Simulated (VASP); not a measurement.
# Sr (Fm-3m) in VASP: further runs

Sr is run at these levels: PBEsol; tasks: relaxation of cell and atoms.

All numbers are computed with VASP 6.6.1; they aren't measurements. Logs are shortened: lines on timing, memory, paths and dates and some standing lists are left out, and cuts for length are marked.

### 1 The cell of the first run

The structure is cubic, space group Fm-3m (No. 225). Conventional cell: a = 6.085 Å, b = 6.085 Å, c = 6.085 Å, α = 90.00°, β = 90.00°, γ = 90.00°. Within 5.6 Å of Sr (site symmetry m-3m) lie 12 Sr at 4.30 Å.

### 2 Relaxation of cell and atoms, PBEsol

Contents of INCAR:

```
SYSTEM = Sr
ALGO = Normal
EDIFF = 1E-7
EDIFFG = -0.01
ENCUT = 600
GGA = PS
IBRION = 2
ISIF = 3
ISMEAR = -1
LASPH = .True.
LCHARG = .False.
LREAL = .False.
LWAVE = .False.
NELM = 60
NSW = 80
PREC = Accurate
SIGMA = 0.05
```

Contents of KPOINTS:

```
k-points
0
Gamma
  8 8 8
  0 0 0
```

Contents of POSCAR:

```
Sr
1.0
    0.0000000000      3.0423500000      3.0423500000
    3.0423500000      0.0000000000      3.0423500000
    3.0423500000      3.0423500000      0.0000000000
Sr
1
Direct
    0.0000000000      0.0000000000      0.0000000000
```

Potentials or basis: VASP PAW PBE potentials, release 64 (Sr_sv).

Launch:

```sh
> cat potpaw_PBE.64/Sr_sv/POTCAR > POTCAR
> mpirun -np 1 vasp_std > vasp.out
```

OUTCAR:

```text
SYSTEM = Sr
   EDIFF = 1E-7
   EDIFFG = -0.01
   ENCUT = 600
   GGA = PS
   IBRION = 2
   ISIF = 3
   ISMEAR = -1
   LASPH = .True.
   LREAL = .False.
   NELM = 60
   NSW = 80
   PREC = Accurate

 ion  position               nearest neighbor table
   1  0.000  0.000  0.000-

  LATTYP: Found a face centered cubic cell.
 ALAT       =     6.0847000000

  Lattice vectors:

 A1 = (   0.0000000000,   3.0423500000,   3.0423500000)
 A2 = (   3.0423500000,   0.0000000000,   3.0423500000)
 A3 = (   3.0423500000,   3.0423500000,   0.0000000000)

Analysis of symmetry for initial positions (statically):
=====================================================================
 Subroutine PRICEL returns:
 Original cell was already a primitive cell.

 Routine SETGRP: Setting up the symmetry group for a
 face centered cubic supercell.

 Subroutine GETGRP returns: Found 48 space group operations
 (whereof 48 operations were pure point group operations)
 out of a pool of 48 trial point group operations.

The static configuration has the point symmetry O_h .

Analysis of symmetry for dynamics (positions and initial velocities):
=====================================================================
 Subroutine PRICEL returns:
 Original cell was already a primitive cell.

 Routine SETGRP: Setting up the symmetry group for a
 face centered cubic supercell.

 Subroutine GETGRP returns: Found 48 space group operations
 (whereof 48 operations were pure point group operations)
 out of a pool of 48 trial point group operations.

The dynamic configuration has the point symmetry O_h .

 Subroutine INISYM returns: Found 48 space group operations
 (whereof 48 operations are pure point group operations),
 and found     1 'primitive' translations

----------------------------------------------------------------------------------------

                                     Primitive cell

  volume of cell :      56.3193

  direct lattice vectors                    reciprocal lattice vectors
     0.000000000  3.042350000  3.042350000    -0.164346640  0.164346640  0.164346640
     3.042350000  0.000000000  3.042350000     0.164346640 -0.164346640  0.164346640
     3.042350000  3.042350000  0.000000000     0.164346640  0.164346640 -0.164346640

  length of vectors
     4.302532631  4.302532631  4.302532631     0.284656730  0.284656730  0.284656730

  position of ions in fractional coordinates (direct lattice)
     0.000000000  0.000000000  0.000000000

  ion indices of the primitive-cell ions
   primitive index   ion index
                 1           1

----------------------------------------------------------------------------------------

 KPOINTS: k-points

Automatic generation of k-mesh.
 Grid dimensions read from file:
 generate k-points for:    8    8    8

 Generating k-lattice:

  Cartesian coordinates                     Fractional coordinates (reciprocal lattice)
    -0.020543330  0.020543330  0.020543330     0.125000000  0.000000000  0.000000000
     0.020543330 -0.020543330  0.020543330     0.000000000  0.125000000  0.000000000
     0.020543330  0.020543330 -0.020543330     0.000000000  0.000000000  0.125000000

  Length of vectors
     0.035582091  0.035582091  0.035582091

  Shift w.r.t. Gamma in fractional coordinates (k-lattice)
     0.000000000  0.000000000  0.000000000

 Subroutine IBZKPT returns following result:
 ===========================================

 Found     29 irreducible k-points:

 Following reciprocal coordinates:
            Coordinates               Weight
  0.000000  0.000000  0.000000      1.000000
  0.125000  0.000000  0.000000      8.000000
  0.250000  0.000000  0.000000      8.000000
  0.375000  0.000000  0.000000      8.000000
  0.500000  0.000000  0.000000      4.000000
  0.125000  0.125000  0.000000      6.000000
[... 16 lines left out ...]
  0.500000  0.250000  0.125000     48.000000
 -0.375000  0.250000  0.125000     24.000000
 [... further k-points ...]
   k-points           NKPTS =     29   k-points in BZ     NKDIM =     29   number of bands    NBANDS=      9
   number of dos      NEDOS =    301   number of ions     NIONS =      1
   total plane-waves  NPLWV =  46656
   dimension x,y,z NGX =    36 NGY =   36 NGZ =   36
   dimension x,y,z NGXF=    72 NGYF=   72 NGZF=   72
   ions per type =               1
   NGX,Y,Z   is equivalent  to a cutoff of  13.91, 13.91, 13.91 a.u.
   NGXF,Y,Z  is equivalent  to a cutoff of  27.82, 27.82, 27.82 a.u.
 SYSTEM =  Sr
   PREC   = accura    normal or accurate (medium, high low for compatibility)
   ISTART =      0    job   : 0-new  1-cont  2-samecut
   ICHARG =      2    charge: 1-file 2-atom 10-const
   ISPIN  =      1    spin polarized calculation?
   LNONCOLLINEAR =      F non collinear calculations
   LSORBIT =      F    spin-orbit coupling
   LASPH  =      T    aspherical Exc in radial PAW
   ENCUT  =  600.0 eV  44.10 Ry    6.64 a.u.   8.59  8.59  8.59*2*pi/ulx,y,z
   NELM   =     60;   NELMIN=  2; NELMDL= -5     # of ELM steps
   EDIFF  = 0.1E-06   stopping-criterion for ELM
   LREAL  =      F    real-space projection
   EDIFFG = -.1E-01   stopping-criterion for IOM
   NSW    =     80    number of steps for IOM
   IBRION =      2    ionic relax: 0-MD 1-quasi-New 2-CG
   NFREE  =      1    steps in history (QN), initial steepest desc. (CG)
   ISIF   =      3    stress and relaxation
   ISYM   =      2    0-nonsym 1-usesym 2-fastsym
   POTIM  = 0.5000    time-step for ionic-motion
   TEBEG  =    0.0;   TEEND  =   0.0 temperature during run
   PSTRESS=    0.0 pullay stress
   NELECT =      10.0000    total number of electrons
   NUPDOWN=      -1.0000    fix difference up-down
   EMIN   =  10.00;   EMAX   =-10.00  energy-range for DOS
   EFERMI =   0.00;   METHOD = LEGACY
   ISMEAR =    -1;   SIGMA  =   0.05  broadening in eV -4-tet -1-fermi 0-gaus
   EFERMI_NEDOS =   21; number of points for ismear=-14 and -15
   IALGO  =     38    algorithm
   IMIX   =      4    mixing-type and parameters
     AMIX     =   0.40;   BMIX     =  1.00
     AMIX_MAG =   1.60;   BMIX_MAG =  1.00
  volume/ion in A,a.u.               =      56.32       380.06
  Fermi-wavevector in a.u.,A,eV,Ry     =   0.920144  1.738819 11.519569  0.846664
  Thomas-Fermi vector in A             =   2.045416
   LORBIT       =      0    0 simple, 1 ext, 2 COOP (PROOUT), +10 PAW based schemes
   GGA     = PS    functional components
   LHFCALC =     F    Hartree Fock is set to
   AEXX    =    0.0000 exact exchange contribution
   IVDW    =     0    specifies the selected vdW correction
   LEPSILON=     F    determine dielectric tensor
   LRPA    =     F    only Hartree local field effects (RPA)
 conjugate gradient relaxation of ions
 non-spin polarized calculation
  energy-cutoff  :      600.00
  volume of cell :       56.32
 maximum number of plane-waves:      1895
 NGX is ok and might be reduce to    36
   NGX = 17   NGY = 17   NGZ = 17

--------------------------------------- Ionic step        1  -------------------------------------------

 number of electron      10.0000000 magnetization

 Free energy of the ion-electron system (eV)
  ---------------------------------------------------
  ext. energy  EPLUGINS =         0.00000000
  ---------------------------------------------------
  free energy    TOTEN  =        -1.83573019 eV

  energy without entropy =       -1.82720308  energy(sigma->0) =       -1.83146664

------------------------ aborting loop because EDIFF is reached ----------------------------------------

  FORCE on cell =-STRESS in cart. coord.  units (eV):
  Direction    XX          YY          ZZ          XY          YZ          ZX
  --------------------------------------------------------------------------------------
  -------------------------------------------------------------------------------------
  Total       -0.3119363     -0.3119363     -0.3119363     -0.0000000     -0.0000000     -0.0000000
  in kB       -8.8739901     -8.8739901     -8.8739901     -0.0000000     -0.0000000     -0.0000000
  external PRESSURE =      -8.8739901 kB  Pullay stress =       0.0000000 kB

 VOLUME and BASIS-vectors are now :
 -----------------------------------------------------------------------------
  energy-cutoff  :      600.00
  volume of cell :       56.32
      direct lattice vectors                 reciprocal lattice vectors
     0.000000000  3.042350000  3.042350000    -0.164346640  0.164346640  0.164346640
     3.042350000  0.000000000  3.042350000     0.164346640 -0.164346640  0.164346640
     3.042350000  3.042350000  0.000000000     0.164346640  0.164346640 -0.164346640
[... 71 lines left out ...]
 POSITION                                       TOTAL-FORCE (eV/Angst)
 -----------------------------------------------------------------------------------
      0.00000      0.00000      0.00000         0.000000      0.000000     -0.000000
 -----------------------------------------------------------------------------------
    total drift:                               -0.000000      0.000000      0.000000

  FREE ENERGIE OF THE ION-ELECTRON SYSTEM (eV)
  ---------------------------------------------------
  free  energy   TOTEN  =        -1.8487588841 eV

  energy  without entropy=       -1.8424362441  energy(sigma->0) =       -1.84559756

--------------------------------------- Ionic step        4  -------------------------------------------

 number of electron      10.0000000 magnetization

 Free energy of the ion-electron system (eV)
  ---------------------------------------------------
  ext. energy  EPLUGINS =         0.00000000
  ---------------------------------------------------
  free energy    TOTEN  =        -1.84877478 eV

  energy without entropy =       -1.84252665  energy(sigma->0) =       -1.84565071

 E-fermi :   1.6885     XC(G=0):  -7.6141

 val. band max:        1.5647778335   @ k =  -0.3750   0.3750   0.0000
 cond. band min:       1.7299025677   @ k =  -0.2500   0.5000   0.2500
 fundamental gap:      0.1651247342
 Fermi energy:         1.6884660952

 k-point     1 :       0.0000    0.0000    0.0000
  band No.  band energies     occupation
      1     -34.7302      2.00000
      2     -16.6200      2.00000
      3     -16.6200      2.00000
      4     -16.6200      2.00000
      5      -2.0525      2.00000
      6       4.0883      0.00000
      7       4.0883      0.00000
      8       4.0883      0.00000
      9       5.6586      0.00000

 k-point     2 :       0.1250    0.0000    0.0000
  band No.  band energies     occupation
      1     -34.7275      2.00000
      2     -16.6569      2.00000
      3     -16.6249      2.00000
      4     -16.6249      2.00000
      5      -1.7883      2.00000
      6       3.7067      0.00000
      7       4.2026      0.00000
      8       4.2026      0.00000
      9       5.5143      0.00000
[... 253 lines left out ...]
 k-point    24 :      -0.3750    0.2500    0.1250
  band No.  band energies     occupation
      1     -34.7085      2.00000
      2     -16.8307      2.00000
      3     -16.7169      2.00000
      4     -16.6734      2.00000
      5       1.2325      1.99978
      6       1.7530      0.43140
      7       3.0515      0.00000
      8       4.4292      0.00000
      9       6.2338      0.00000

 [... further k-points ...]
[... 5 lines left out ...]
  --------------------------------------------------------------------------------------
  -------------------------------------------------------------------------------------
  Total        0.0002315      0.0002315      0.0002315     -0.0000000      0.0000000     -0.0000000
  in kB        0.0071472      0.0071472      0.0071472     -0.0000000      0.0000000     -0.0000000
  external PRESSURE =       0.0071472 kB  Pullay stress =       0.0000000 kB

 VOLUME and BASIS-vectors are now :
 -----------------------------------------------------------------------------
  energy-cutoff  :      600.00
  volume of cell :       51.88
      direct lattice vectors                 reciprocal lattice vectors
    -0.000000000  2.960305378  2.960305378    -0.168901494  0.168901494  0.168901494
     2.960305378 -0.000000000  2.960305378     0.168901494 -0.168901494  0.168901494
     2.960305378  2.960305378 -0.000000000     0.168901494  0.168901494 -0.168901494

 POSITION                                       TOTAL-FORCE (eV/Angst)
 -----------------------------------------------------------------------------------
     -0.00000      2.96031      2.96031         0.000000      0.000000      0.000000
 -----------------------------------------------------------------------------------
    total drift:                               -0.000000     -0.000000      0.000000

  FREE ENERGIE OF THE ION-ELECTRON SYSTEM (eV)
  ---------------------------------------------------
  free  energy   TOTEN  =        -1.8487747762 eV

  energy  without entropy=       -1.8425266490  energy(sigma->0) =       -1.84565071

 reached required accuracy - stopping structural energy minimisation
```

It took 34 s on 1 thread of Intel Xeon 6975P-C (Granite Rapids), shared host; peak memory 0.21 GiB.

What came out:

- Free energy: -1.8488 eV
- Relaxed volume: 51.88 Å³/atom
- Relaxed cell: a = 4.187 Å, b = 4.187 Å, c = 4.187 Å, α = 60.00°, β = 60.00°, γ = 60.00°
- Space group after relaxing (to 0.05 Å): Fm-3m (No. 225)
- Energy gained by relaxing: 13.0 meV/atom
- Ionic steps: 4
- Pressure after relaxing: 0.0 GPa

The path:
```csv
step,energy change (eV),largest force (eV/Å),pressure (GPa),volume (Å³)
1,0.0000,0.0000,-0.89,56.32
2,-0.0104,0.0000,-0.43,53.81
3,-0.0130,0.0000,-0.03,52.03
4,-0.0130,0.0000,0.00,51.88
```

Final structure:
```
CELL_PARAMETERS angstrom
0.00000 2.96031 2.96031
2.96031 0.00000 2.96031
2.96031 2.96031 0.00000
ATOMIC_POSITIONS crystal
Sr 0.00000 0.00000 0.00000
```

Caveat: the PAW data sets were made with another functional, which shifts forces and pressure a little.

### 3 Relaxation of cell and atoms, PBEsol, target pressure 5 GPa, at which the enthalpy is minimised

Contents of INCAR:

```
ALGO = Normal
EDIFF = 1E-7
EDIFFG = -0.01
ENCUT = 600
GGA = PS
IBRION = 2
ISIF = 3
ISMEAR = -1
LASPH = True
LCHARG = False
LREAL = False
LWAVE = False
NELM = 100
NSW = 80
PREC = Accurate
PSTRESS = 50.0
SIGMA = 0.05
```

Contents of KPOINTS:

```
k-points
0
Gamma
  8 8 8
```

POSCAR is that of step 2.

Potentials or basis: VASP PAW PBE potentials, release 64 (Sr_sv).

Launch:

```sh
> cat potpaw_PBE.64/Sr_sv/POTCAR > POTCAR
> mpirun -np 1 vasp_std > vasp.out
```

Wall time 36 s (1 thread of Intel Xeon 6975P-C (Granite Rapids), shared host); peak memory 0.21 GiB.

The run converged. Its results:

| Item | Value |
| --- | --- |
| Free energy | -1.6960 eV |
| Relaxed volume | 40.10 Å³/atom |
| Relaxed cell | a = 3.842 Å, b = 3.842 Å, c = 3.842 Å, α = 60.00°, β = 60.00°, γ = 60.00° |
| Space group after relaxing (to 0.05 Å) | Fm-3m (No. 225) |
| Energy change on relaxing (the enthalpy is what falls) | +139.7 meV/atom |
| Ionic steps | 5 |
| Pressure after relaxing | 5.0 GPa |
| Band gap on the k mesh | 0.13 eV, indirect (least direct gap 0.55 eV) |

Step by step:
| step | energy change (eV) | largest force (eV/Å) | pressure (GPa) | volume (Å³) |
| --- | --- | --- | --- | --- |
| 1 | 0.0000 | 0.0000 | -0.89 | 56.32 |
| 2 | 0.1110 | 0.0000 | 4.36 | 41.08 |
| 3 | 0.1362 | 0.0000 | 4.92 | 40.21 |
| 4 | 0.1452 | 0.0000 | 5.12 | 39.92 |
| 5 | 0.1397 | 0.0000 | 5.00 | 40.10 |

Final structure:
```yaml
crystal:
  lattice:
    - [0.00000, 2.71661, 2.71661]
    - [2.71661, 0.00000, 2.71661]
    - [2.71661, 2.71661, 0.00000]
  atoms:
    - { symbol: Sr, position: [0.00000, 0.00000, 0.00000] }
```

Levels at points of the mesh, in eV from the valence-band top:
```csv
k point,band 2,band 3,band 4,band 5,band 6,band 7,band 8,band 9
"(0.00, 0.00, 0.00)",-17.61,-17.61,-17.61,-3.93,2.81,2.81,2.81,4.87
"(0.50, 0.00, 0.00)",-18.18,-17.68,-17.68,-1.18,0.86,2.58,2.58,6.37
"(0.50, 0.50, 0.00)",-18.14,-17.81,-17.81,-0.93,0.13,2.19,6.40,6.82
```

Caveat: the cell is relaxed towards a set pressure, so the enthalpy falls and the energy may rise; the volume moved by over 15 % at a fixed basis, so the end points are rough; the PAW data sets were made with another functional, which shifts forces and pressure a little. A k mesh can miss the band edges.
